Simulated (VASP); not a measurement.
Wanted: the native input for a VASP 6.6.1 run.

| Quantity | Value |
| --- | --- |
| Task | single point |
| Functional | PBE |
| Potentials or basis | VASP PAW PBE potentials, release 64 (Ti_sv, O) |
| Cutoff | 520 eV |
| k mesh | 9 × 4 × 1 |
| Occupations | gaussian, width 0.1 eV |
| Spin | no spin polarisation |
| Dipole correction | yes |
| Further INCAR settings | ALGO = Normal; EDIFF = 1e-06; NBANDS = 68 |

The structure of Ti9O lies in POSCAR:

```
Ti9O
1.0
    2.8319727881      0.0000000000      0.0000000000
    0.0000000000      7.9316622551      0.0000000000
    0.0000000000      0.0000000000     19.9268841162
Ti O
9 1
Direct
    0.0000000000      0.5000000000      0.2007338416
    0.5000000000      0.1666666667      0.2007338416
    0.5000000000      0.8333333333      0.2007338416
    0.0000000000      0.0000000000      0.3122110455
    0.5000000000      0.6684928875      0.3108725352
    0.5000000000      0.3315071125      0.3108725352
    0.0000000000      0.5000000000      0.4177589340
    0.5000000000      0.1666364294      0.4228902054
    0.5000000000      0.8333635706      0.4228902054
    0.6666666667      0.9999697627      0.4823944944
```

The input as run:

INCAR

```
SYSTEM = Ti9O
PREC     = Accurate       ! precision mode
ENCUT    = 520            ! plane-wave cutoff, eV
EDIFF    = 1E-6           ! SCF threshold, eV
ISMEAR   = 0              ! smearing method
SIGMA    = 0.1            ! smearing width, eV
LREAL    = .False.        ! projectors in reciprocal space
LASPH    = .True.         ! aspherical terms in the spheres
NELM     = 60             ! most SCF steps
ALGO     = Normal         ! electronic algorithm
ISIF     = 2              ! what is computed and relaxed
LWAVE    = .False.        ! write WAVECAR
LCHARG   = .False.        ! write CHGCAR
LDIPOL   = .True.       
IDIPOL   = 3            
DIPOL    = 0.5 0.5 0.328
GGA      = PE             ! functional
NBANDS   = 68             ! bands
```

KPOINTS

```
Automatic mesh
0
Gamma
  9 4 1
  0 0 0
```

Potentials or basis: VASP PAW PBE potentials, release 64 (Ti_sv, O).

Command:

```bash
$ cat potpaw_PBE.64/Ti_sv/POTCAR potpaw_PBE.64/O/POTCAR > POTCAR
$ mpirun -np 1 vasp_std > vasp.out
```

It gave:

```yaml
Largest_force: 0.869 eV/Å
Band_gap_on_the_k_mesh: zero (bands 57 and 58 overlap by 0.25 eV)
```

Run time: 16 min on 1 thread of Intel(R) Xeon(R) 6975P-C (Granite Rapids) (shared host), peak memory 0.71 GiB.
